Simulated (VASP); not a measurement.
Wanted: the native input for a VASP 6.6.1 run.

```
Task                   : single point
Functional             : PBE
Potentials or basis    : VASP PAW PBE potentials, release 64 (B, N)
Cutoff                 : 520 eV
k mesh                 : 12 × 12 × 12
Occupations            : fermi-dirac, width 0.02 eV
Spin                   : no spin polarisation
Dipole correction      : no
Further INCAR settings : ALGO = Normal; EDIFF = 1e-07; NBANDS = 11
```

The structure of BN lies in POSCAR:

```
BN
1.0
    0.0000000000      1.7707142524      1.8193282481
    1.7707142524      0.0000000000      1.8193282481
    1.7707142524      1.7707142524      0.0000000000
B N
1 1
Direct
    0.0000000000      0.0000000000      0.0000000000
    0.2500000000      0.2500000000      0.2500000000
```

This cell differs from its parent crystal: epitaxial xy strain -1.9%.

The input as run:

INCAR

```
SYSTEM = BN
ALGO     = Normal         ! electronic algorithm
EDIFF    = 1E-7           ! SCF threshold, eV
ENCUT    = 520            ! plane-wave cutoff, eV
GGA      = PE             ! functional
ISIF     = 2              ! what is computed and relaxed
ISMEAR   = -1             ! smearing method
LASPH    = .True.         ! aspherical terms in the spheres
LCHARG   = .False.        ! write CHGCAR
LREAL    = .False.        ! projectors in reciprocal space
LWAVE    = .False.        ! write WAVECAR
NBANDS   = 11             ! bands
NELM     = 80             ! most SCF steps
PREC     = Accurate       ! precision mode
SIGMA    = 0.02           ! smearing width, eV
```

KPOINTS

```
k-points
0
Gamma
  12 12 12
  0 0 0
```

Potentials or basis: VASP PAW PBE potentials, release 64 (B, N).

Command:

```bash
$ cat potpaw_PBE.64/B/POTCAR potpaw_PBE.64/N/POTCAR > POTCAR
$ mpirun -np 1 vasp_std > vasp.out
```

It gave:

```
Pressure               : 17.5 GPa
Band gap on the k mesh : 4.24 eV, indirect (least direct gap 8.83 eV)
```

Caveat: the cell differs from its parent crystal (epitaxial xy strain -1.9%).

Run time: 13 s on 1 thread of Intel(R) Xeon(R) Platinum 8488C (Sapphire Rapids), on a shared host, peak memory 0.13 GiB.
